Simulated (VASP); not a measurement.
# Ge (P6_3/mmc) in VASP: settings compared

The runs below take Ge through relaxation of cell and atoms, with r2SCAN, LDA, PBE.

All numbers are computed with VASP 6.6.1; they aren't measurements. Logs are shortened: lines on timing, memory, paths and dates and some standing lists are left out, and cuts for length are marked.

### Step 1. The cell of the first run

It takes space group P6_3/mmc (No. 194, hexagonal). The conventional cell has a = 4.058 Å, b = 4.058 Å, c = 6.693 Å, α = 90.00°, β = 90.00°, γ = 120.00°. Ge (site symmetry 3m) has 4 Ge at 2.49 to 2.51 Å within 3.3 Å.

This isn't the form of Ge at room conditions, which is diamond.

### Step 2. Relaxation of cell and atoms, r2SCAN

Input file POSCAR:

```
Ge
1.0
    4.0584087520      0.0000000000      0.0000000000
   -2.0292043760      3.5146850782      0.0000000000
    0.0000000000      0.0000000000      6.6929896250
Ge
4
Direct
    0.3333333333      0.6666666667      0.0003197446
    0.6666666667      0.3333333333      0.5003197446
    0.3333333333      0.6666666667      0.3746802554
    0.6666666667      0.3333333333      0.8746802554
```

Input file INCAR.step1:

```
SYSTEM = Ge
PREC     = Accurate       ! precision mode
ENCUT    = 600            ! plane-wave cutoff, eV
ISMEAR   = -1             ! smearing method
SIGMA    = 0.02           ! smearing width, eV
LREAL    = .False.        ! projectors in reciprocal space
LASPH    = .True.         ! aspherical terms in the spheres
NELM     = 60             ! most SCF steps
GGA      = PE             ! functional
ALGO     = Normal         ! electronic algorithm
EDIFF    = 1E-4           ! SCF threshold, eV
LWAVE    = .True.         ! write WAVECAR
LCHARG   = .False.        ! write CHGCAR
```

Input file INCAR.step2:

```
SYSTEM = Ge
PREC     = Accurate       ! precision mode
ENCUT    = 600            ! plane-wave cutoff, eV
EDIFF    = 1E-6           ! SCF threshold, eV
ISMEAR   = -1             ! smearing method
SIGMA    = 0.02           ! smearing width, eV
LREAL    = .False.        ! projectors in reciprocal space
LASPH    = .True.         ! aspherical terms in the spheres
NELM     = 60             ! most SCF steps
ALGO     = Normal         ! electronic algorithm
ISIF     = 3              ! what is computed and relaxed
LWAVE    = .False.        ! write WAVECAR
LCHARG   = .False.        ! write CHGCAR
METAGGA  = R2SCAN         ! meta-GGA
LMIXTAU  = .True.       
IBRION   = 2              ! ionic algorithm
NSW      = 80             ! ionic steps
EDIFFG   = -0.005         ! ionic threshold
ISTART   = 1
```

Input file KPOINTS:

```
regular mesh
0
Gamma
  6 6 4
  0 0 0
```

Potentials or basis: VASP PAW PBE potentials, release 64 (Ge_d).

Run with:

```console
$ cat potpaw_PBE.64/Ge_d/POTCAR > POTCAR
$ cp INCAR.step1 INCAR
$ mpirun -np 1 vasp_std > vasp.out
$ cp INCAR.step2 INCAR
$ mpirun -np 1 vasp_std > vasp.out
```

OUTCAR:

```text
SYSTEM = Ge
   PREC = Accurate
   ENCUT = 600
   EDIFF = 1E-6
   ISMEAR = -1
   LREAL = .False.
   LASPH = .True.
   NELM = 60
   ISIF = 3
   METAGGA = R2SCAN
   IBRION = 2
   NSW = 80
   EDIFFG = -0.005
   ISTART = 1

 ion  position               nearest neighbor table
   1  0.333  0.667  0.000-   4 2.49   4 2.49   4 2.49   3 2.51
   2  0.667  0.333  0.500-   3 2.49   3 2.49   3 2.49   4 2.51
   3  0.333  0.667  0.375-   2 2.49   2 2.49   2 2.49   1 2.51
   4  0.667  0.333  0.875-   1 2.49   1 2.49   1 2.49   2 2.51

  LATTYP: Found a hexagonal cell.
 ALAT       =     4.0584087520
 C/A-ratio  =     1.6491659746

  Lattice vectors:

 A1 = (   4.0584087520,   0.0000000000,   0.0000000000)
 A2 = (  -2.0292043760,   3.5146850782,   0.0000000000)
 A3 = (   0.0000000000,   0.0000000000,   6.6929896250)

Analysis of symmetry for initial positions (statically):
=====================================================================
 Subroutine PRICEL returns:
 Original cell was already a primitive cell.

 Routine SETGRP: Setting up the symmetry group for a
 hexagonal supercell.

 Subroutine GETGRP returns: Found 24 space group operations
 (whereof  6 operations were pure point group operations)
 out of a pool of 24 trial point group operations.

The static configuration has the point symmetry C_3v.
 The point group associated with its full space group is D_6h.

Analysis of symmetry for dynamics (positions and initial velocities):
=====================================================================
 Subroutine PRICEL returns:
 Original cell was already a primitive cell.

 Routine SETGRP: Setting up the symmetry group for a
 hexagonal supercell.

 Subroutine GETGRP returns: Found 24 space group operations
 (whereof  6 operations were pure point group operations)
 out of a pool of 24 trial point group operations.

The dynamic configuration has the point symmetry C_3v.
 The point group associated with its full space group is D_6h.

 Subroutine INISYM returns: Found 24 space group operations
 (whereof  6 operations are pure point group operations),
 and found     1 'primitive' translations

----------------------------------------------------------------------------------------

                                     Primitive cell

  volume of cell :      95.4690

  direct lattice vectors                    reciprocal lattice vectors
     4.058408752  0.000000000  0.000000000     0.246401992  0.142260256  0.000000000
    -2.029204376  3.514685078  0.000000000     0.000000000  0.284520513  0.000000000
     0.000000000  0.000000000  6.692989625     0.000000000  0.000000000  0.149410063

  length of vectors
     4.058408752  4.058408752  6.692989625     0.284520513  0.284520513  0.149410063

  position of ions in fractional coordinates (direct lattice)
     0.333333333  0.666666667  0.000319745
     0.666666667  0.333333333  0.500319745
     0.333333333  0.666666667  0.374680255
     0.666666667  0.333333333  0.874680255

  ion indices of the primitive-cell ions
   primitive index   ion index
                 1           1
                 2           2
                 3           3
                 4           4

----------------------------------------------------------------------------------------

 KPOINTS: regular mesh

Automatic generation of k-mesh.
 Grid dimensions read from file:
 generate k-points for:    6    6    4

 Generating k-lattice:

  Cartesian coordinates                     Fractional coordinates (reciprocal lattice)
     0.041066999  0.023710043  0.000000000     0.166666667  0.000000000  0.000000000
     0.000000000  0.047420085  0.000000000     0.000000000  0.166666667  0.000000000
     0.000000000  0.000000000  0.037352516     0.000000000  0.000000000  0.250000000

  Length of vectors
     0.047420085  0.047420085  0.037352516

  Shift w.r.t. Gamma in fractional coordinates (k-lattice)
     0.000000000  0.000000000  0.000000000

 Subroutine IBZKPT returns following result:
 ===========================================

 Found     21 irreducible k-points:

[... 39 lines left out ...]
   NUPDOWN=      -1.0000    fix difference up-down
   EMIN   =  10.00;   EMAX   =-10.00  energy-range for DOS
   EFERMI =   0.00;   METHOD = LEGACY
   ISMEAR =    -1;   SIGMA  =   0.02  broadening in eV -4-tet -1-fermi 0-gaus
   EFERMI_NEDOS =   21; number of points for ismear=-14 and -15
   IALGO  =     38    algorithm
   IMIX   =      4    mixing-type and parameters
     AMIX     =   0.40;   BMIX     =  1.00
     AMIX_MAG =   1.60;   BMIX_MAG =  1.00
  volume/ion in A,a.u.               =      23.87       161.06
  Fermi-wavevector in a.u.,A,eV,Ry     =   1.370409  2.589697 25.552007  1.878020
  Thomas-Fermi vector in A             =   2.496197
   LORBIT       =      0    0 simple, 1 ext, 2 COOP (PROOUT), +10 PAW based schemes
   METAGGA = R2SCAN    functional components
   LHFCALC =     F    Hartree Fock is set to
   AEXX    =    0.0000 exact exchange contribution
   IVDW    =     0    specifies the selected vdW correction
   LEPSILON=     F    determine dielectric tensor
   LRPA    =     F    only Hartree local field effects (RPA)
 conjugate gradient relaxation of ions
 non-spin polarized calculation
  energy-cutoff  :      600.00
  volume of cell :       95.47
 maximum number of plane-waves:      3216
   NGX = 17   NGY = 17   NGZ = 27

--------------------------------------- Ionic step        1  -------------------------------------------

 number of electron      55.9999999 magnetization

 Free energy of the ion-electron system (eV)
  ---------------------------------------------------
  ext. energy  EPLUGINS =         0.00000000
  ---------------------------------------------------
  free energy    TOTEN  =       -55.34828568 eV

  energy without entropy =      -55.34790216  energy(sigma->0) =      -55.34809392

 E-fermi :   4.4217     XC(G=0): -10.5384

 val. band max:        4.4013546508   @ k =   0.0000   0.0000   0.0000
 cond. band min:       4.4590888694   @ k =   0.0000   0.0000   0.0000
 fundamental gap:      0.0577342186
 Fermi energy:         4.4217192354

 k-point     1 :       0.0000    0.0000    0.0000
  band No.  band energies     occupation
      1     -21.1551      2.00000
      2     -21.1551      2.00000
      3     -21.1212      2.00000
      4     -21.1194      2.00000
      5     -21.1194      2.00000
      6     -21.1085      2.00000
[... 852 lines left out ...]
  FREE ENERGIE OF THE ION-ELECTRON SYSTEM (eV)
  ---------------------------------------------------
  free  energy   TOTEN  =       -55.3846409135 eV

  energy  without entropy=      -55.3842079044  energy(sigma->0) =      -55.38442441

[... ionic steps 4 to 10 ...]

--------------------------------------- Ionic step       11  -------------------------------------------

 number of electron      55.9999981 magnetization

------------------------ aborting loop because EDIFF is reached ----------------------------------------

  FORCE on cell =-STRESS in cart. coord.  units (eV):
  Direction    XX          YY          ZZ          XY          YZ          ZX
  --------------------------------------------------------------------------------------
  -------------------------------------------------------------------------------------
  Total        0.0661163      0.0661163      0.0664445      0.0000000     -0.0000000      0.0000000
  in kB        1.1601980      1.1601980      1.1659574      0.0000000     -0.0000000      0.0000000
  external PRESSURE =       1.1621178 kB  Pullay stress =       0.0000000 kB
[... 61 lines left out ...]
  energy  without entropy=      -55.3842553869  energy(sigma->0) =      -55.38445848

--------------------------------------- Ionic step       13  -------------------------------------------

 number of electron      55.9999981 magnetization

 Free energy of the ion-electron system (eV)
  ---------------------------------------------------
  ext. energy  EPLUGINS =         0.00000000
  ---------------------------------------------------
  free energy    TOTEN  =       -55.38465937 eV

  energy without entropy =      -55.38425434  energy(sigma->0) =      -55.38445686

 E-fermi :   4.9317     XC(G=0): -10.7682

 val. band max:        4.8971371796   @ k =   0.0000   0.0000   0.0000
 cond. band min:       4.9486462245   @ k =   0.0000   0.0000   0.0000
 fundamental gap:      0.0515090448
 Fermi energy:         4.9317431069

 k-point     1 :       0.0000    0.0000    0.0000
  band No.  band energies     occupation
      1     -20.7961      2.00000
      2     -20.7960      2.00000
      3     -20.7594      2.00000
      4     -20.7556      2.00000
      5     -20.7556      2.00000
      6     -20.7455      2.00000
[... 776 lines left out ...]
  FREE ENERGIE OF THE ION-ELECTRON SYSTEM (eV)
  ---------------------------------------------------
  free  energy   TOTEN  =       -55.3846593727 eV

  energy  without entropy=      -55.3842543386  energy(sigma->0) =      -55.38445686

 reached required accuracy - stopping structural energy minimisation
```

It took 25 min on 1 thread of Intel Xeon Platinum 8259CL at 2.50GHz (Skylake/Cascade Lake), shared host; peak memory 0.28 GiB.

Results:

```
Free energy                           : -55.3847 eV
Relaxed volume                        : 22.83 Å³/atom
Relaxed cell                          : a = 3.999 Å, b = 3.999 Å, c = 6.593 Å, α = 90.00°, β = 90.00°, γ = 120.00°
Space group after relaxing (to 0.1 Å) : P6_3/mmc (No. 194)
Energy gained by relaxing             : 9.1 meV/atom
Ionic steps                           : 13
Pressure after relaxing               : 0.0 GPa
Band gap on the k mesh                : 0.05 eV
```

Forces in eV/Å, atoms in the order of the input:
```
Ge   0.000  0.000  0.002
Ge   0.000  0.000  0.002
Ge   0.000  0.000 -0.002
Ge   0.000  0.000 -0.002
```

Step by step:
```csv
step,energy change (eV),largest force (eV/Å),pressure (GPa),volume (Å³)
1,0.0000,0.0101,-2.63,95.47
2,-0.0329,0.0134,0.99,90.15
3,-0.0364,0.0120,0.00,91.33
4,-0.0363,0.0117,-0.05,91.42
5,-0.0363,0.0081,-0.05,91.41
6,-0.0364,0.0007,-0.08,91.41
7,-0.0364,0.0044,-0.01,91.32
8,-0.0364,0.0070,0.12,91.32
9,-0.0364,0.0045,-0.02,91.32
10,-0.0364,0.0060,-0.02,91.32
11,-0.0364,0.0002,0.12,91.30
12,-0.0364,0.0024,0.08,91.31
13,-0.0364,0.0024,0.00,91.31
```

Final structure:
```
Ge
1.0
     3.99913    0.00000    0.00000
    -1.99956    3.46335    0.00000
     0.00000    0.00000    6.59286
Ge
4
Direct
  0.33333 0.66667 0.00031
  0.66667 0.33333 0.50031
  0.33333 0.66667 0.37469
  0.66667 0.33333 0.87469
```

Caveat: the PAW data sets were made with another functional, which shifts forces and pressure a little.

(Part 1 of 2 ends here.)
